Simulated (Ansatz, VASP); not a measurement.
**One calculation of AgBr, two programs**

File INCAR:

```
SYSTEM = AgBr
PREC     = Accurate       ! precision mode
ENCUT    = 500            ! plane-wave cutoff, eV
EDIFF    = 1E-6           ! SCF threshold, eV
ISMEAR   = 0              ! smearing method
SIGMA    = 0.01           ! smearing width, eV
LREAL    = .FALSE.        ! projectors in reciprocal space
LASPH    = .TRUE.         ! aspherical terms in the spheres
NELM     = 120            ! most SCF steps
ALGO     = Normal         ! electronic algorithm
ISIF     = 2              ! what is computed and relaxed
LWAVE    = .FALSE.        ! write WAVECAR
LCHARG   = .FALSE.        ! write CHGCAR
GGA      = PE             ! functional
NBANDS   = 16             ! bands
GGA_COMPAT= .FALSE.
```

File KPOINTS:

```
Automatic mesh
0
G
  6 6 6
  0 0 0
```

File POSCAR:

```
AgBr
1.0
    0.0000000000      2.8921473614      2.8921473614
    2.8921473614      0.0000000000      2.8921473614
    2.8921473614      2.8921473614      0.0000000000
Ag Br
1 1
Direct
    0.0000000000      0.0000000000      0.0000000000
    0.5000000000      0.5000000000      0.5000000000
```

Input for Ansatz:

```yaml
crystal:
  lattice:
    - [0.0, 2.8921473614, 2.8921473614]
    - [2.8921473614, 0.0, 2.8921473614]
    - [2.8921473614, 2.8921473614, 0.0]
  atoms:
    - { symbol: Ag, position: [0.0, 0.0, 0.0] }
    - { symbol: Br, position: [0.5, 0.5, 0.5] }
kpoints:
  mp_grid: { grid: [6, 6, 6] }
hamiltonian:
  xc: pbe
scf:
  occupations: { method: fixed }
  n_extra_bands: 4
output:
  forces: true
  stress: true
  eigenvalues: true
```

Alike in both runs: task single point; functional PBE; k mesh 6 × 6 × 6; no spin polarisation.

|  | VASP | Ansatz |
| --- | --- | --- |
| version | VASP 6.6.1 | Ansatz 0.2.0 |
| potentials or method | VASP PAW PBE potentials, release 64 (Ag, Br) | plane waves, PAW |
| plane-wave cutoff (eV) | 500 | 420 |
| occupations | gaussian, width 0.01 eV | fixed |
| valence electrons in the cell | 18 | 26 |

```tsv
	VASP	Ansatz	Ansatz less VASP
gap on the k mesh at the Fermi level (eV)	0.68	0.68	+0.001
pressure (GPa)	1.2	1.2	+0.04
```

VASP's potentials hold 18 valence electrons a cell and Ansatz's 26, so a difference there can come from the potentials and not from the codes.
